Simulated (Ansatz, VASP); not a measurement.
# Mg in VASP and in Ansatz

File INCAR:

```
SYSTEM = Mg
PREC = Accurate ; ENCUT = 520
EDIFF = 1E-6 ; ISMEAR = 0
SIGMA = 0.15 ; LREAL = .FALSE.
LASPH = .TRUE. ; NELM = 60
ALGO = Normal ; ISIF = 2
LWAVE = .FALSE. ; LCHARG = .FALSE.
GGA = PE ; NBANDS = 9
```

KPOINTS

```
Automatic mesh
0
G
  18 18 10
  0 0 0
```

Contents of POSCAR:

```
Mg
1.0
    3.4660132551      0.0000000000      0.0000000000
   -1.7330066275      3.0016555288      0.0000000000
    0.0000000000      0.0000000000      5.4187432000
Mg
2
Direct
    0.3333333333      0.6666666667      0.2500000000
    0.6666666667      0.3333333333      0.7500000000
```

Input for Ansatz:

```yaml
crystal:
  lattice:
    - [3.4660132551, 0.0, 0.0]
    - [-1.7330066275, 3.0016555288, 0.0]
    - [0.0, 0.0, 5.4187432]
  atoms:
    - { symbol: Mg, position: [0.3333333333, 0.6666666667, 0.25] }
    - { symbol: Mg, position: [0.6666666667, 0.3333333333, 0.75] }
basis:
  ecutwfc: 420
kpoints:
  mp_grid: { grid: [18, 18, 10] }
hamiltonian:
  xc: pbe
scf:
  occupations: { method: gaussian, width: 0.15 }
output:
  forces: true
  stress: true
  eigenvalues: true
```

Change from the starting cell: strain +0.080 along x and y, +0.040 along z, atoms carried along.

Alike in both runs: task single point; functional PBE; k mesh 18 × 18 × 10; occupations gaussian, width 0.15 eV; no spin polarisation.

|  | VASP | Ansatz |
| --- | --- | --- |
| version | VASP 6.6.1 | Ansatz 0.2.0 |
| potentials or method | VASP PAW PBE potentials, release 64 (Mg), cutoff 520 eV | scalar-relativistic, plane waves, PAW |
| valence electrons in the cell | 4 | 20 |

VASP gave:

- gap on the k mesh at the Fermi level (eV): none
- pressure (GPa): -4.9
- traceless stress, the component that is largest in VASP (GPa): 0.38

Problem. Estimate Ansatz's values.

Solution. gap on the k mesh at the Fermi level (eV): none; pressure (GPa): -4.8; traceless stress, the component that is largest in VASP (GPa): 0.38.

A gap of «none» marks a metal or a gap that the smearing closes. The functional is the same, so the differences come from potentials, cutoffs and numerics. VASP's potentials hold 4 valence electrons a cell and Ansatz's 20, so a difference there can come from the potentials and not from the codes.
